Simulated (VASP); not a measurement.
Set up this calculation in VASP 6.6.1, as the native input.

* Task: single point
* Functional: LDA
* Potentials or basis: VASP PAW LDA potentials, release 64 (Li_sv, F)
* Cutoff: 520 eV
* k mesh: 9 × 9 × 6
* Occupations: gaussian, width 0.05 eV
* Spin: no spin polarisation
* Dipole correction: no
* Further INCAR settings: ALGO = Normal; EDIFF = 1e-07; NBANDS = 18

The structure of LiF lies in POSCAR:

```
LiF
1.0
    2.9533413869      0.0000000000      0.0000000000
   -1.4766706934      2.5576686671      0.0000000000
    0.0000000000      0.0000000000      4.9043187070
Li F
2 2
Direct
    0.3333333333      0.6666666667      0.3652620286
    0.6666666667      0.3333333333      0.8652620286
    0.3333333333      0.6666666667      0.9910195924
    0.6666666667      0.3333333333      0.4910195924
```

This cell differs from its parent crystal: c/a of the conventional cell at fixed volume 1.6606.

The input as run:

INCAR

```
SYSTEM = LiF
PREC = Accurate
ENCUT = 520
EDIFF = 1E-7
ISMEAR = 0
SIGMA = 0.05
LREAL = .False.
LASPH = .True.
NELM = 80
ALGO = Normal
ISIF = 2
LWAVE = .False.
LCHARG = .False.
GGA = CA
NBANDS = 18
```

KPOINTS

```
Automatic mesh
0
Gamma
  9 9 6
  0 0 0
```

Potentials or basis: VASP PAW LDA potentials, release 64 (Li_sv, F).

Command:

```console
$ cat potpaw_LDA.64/Li_sv/POTCAR potpaw_LDA.64/F/POTCAR > POTCAR
$ mpirun -np 1 vasp_std > vasp.out
```

It gave:

- Largest force: 0.009 eV/Å
- Band gap on the k mesh: 7.95 eV

Wall time 33 s on 1 thread of Intel Xeon 8259CL (shared host), peak memory 0.14 GiB.
